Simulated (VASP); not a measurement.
Write the native input for VASP 6.6.1 that does the following.

| Item | Value |
| --- | --- |
| Task | relaxation of cell and atoms |
| Functional | BLYP |
| Dispersion | D3(BJ) |
| Potentials or basis | VASP PAW PBE potentials, release 64 (Mg, S) |
| Cutoff | 600 eV |
| k mesh | 6 × 6 × 6 |
| Occupations | gaussian, width 0.01 eV |
| Spin | no spin polarisation |
| Dipole correction | no |
| Further INCAR settings | ALGO = Normal; EDIFF = 1e-06; IBRION = 2; EDIFFG = -0.03; NSW = 80; ISIF = 3 |

The structure of MgS lies in POSCAR:

```
MgS
1.0
    0.0000000000      2.8331200000      2.8331200000
    2.8331200000      0.0000000000      2.8331200000
    2.8331200000      2.8331200000      0.0000000000
Mg S
1 1
Direct
    0.0000000000      0.0000000000      0.0000000000
    0.7500000000      0.7500000000      0.7500000000
```

The input as run:

INCAR

```
SYSTEM = MgS
PREC     = Accurate       ! precision mode
ENCUT    = 600            ! plane-wave cutoff, eV
EDIFF    = 1E-6           ! SCF threshold, eV
ISMEAR   = 0              ! smearing method
SIGMA    = 0.01           ! smearing width, eV
LREAL    = .FALSE.        ! projectors in reciprocal space
LASPH    = .TRUE.         ! aspherical terms in the spheres
NELM     = 100            ! most SCF steps
ALGO     = Normal         ! electronic algorithm
ISIF     = 3              ! what is computed and relaxed
LWAVE    = .FALSE.        ! write WAVECAR
LCHARG   = .FALSE.        ! write CHGCAR
GGA      = B5             ! functional
ALDAX    = 1.0          
AGGAX    = 1.0          
AGGAC    = 1.0          
ALDAC    = 0.0          
IVDW     = 12             ! dispersion correction
VDW_S6   = 1.0          
VDW_S8   = 2.6996       
VDW_A1   = 0.4298       
VDW_A2   = 4.2359       
IBRION   = 2              ! ionic algorithm
NSW      = 80             ! ionic steps
EDIFFG   = -0.03          ! ionic threshold
```

KPOINTS

```
Automatic mesh
0
G
  6 6 6
  0 0 0
```

Potentials or basis: VASP PAW PBE potentials, release 64 (Mg, S).

Launch:

```sh
$ cat potpaw_PBE.64/Mg/POTCAR potpaw_PBE.64/S/POTCAR > POTCAR
$ mpirun -np 1 vasp_std > vasp.out
```

Results of the run:

```
Relaxed volume                         : 21.75 Å³/atom
Relaxed cell                           : a = 3.948 Å, b = 3.948 Å, c = 3.948 Å, α = 60.00°, β = 60.00°, γ = 60.00°
Space group after relaxing (to 0.05 Å) : F-43m (No. 216)
Energy gained by relaxing              : 8.1 meV/atom
Ionic steps                            : 3
Pressure after relaxing                : 0.0 GPa
Band gap on the k mesh                 : 3.82 eV, direct
Dispersion energy per atom             : -0.618 eV
```

Caveat: the PAW data sets were made with another functional, which shifts forces and pressure a little.

It took 46 s on 1 thread of Intel Xeon 6975P-C, with other jobs on the host, peak memory 0.19 GiB.
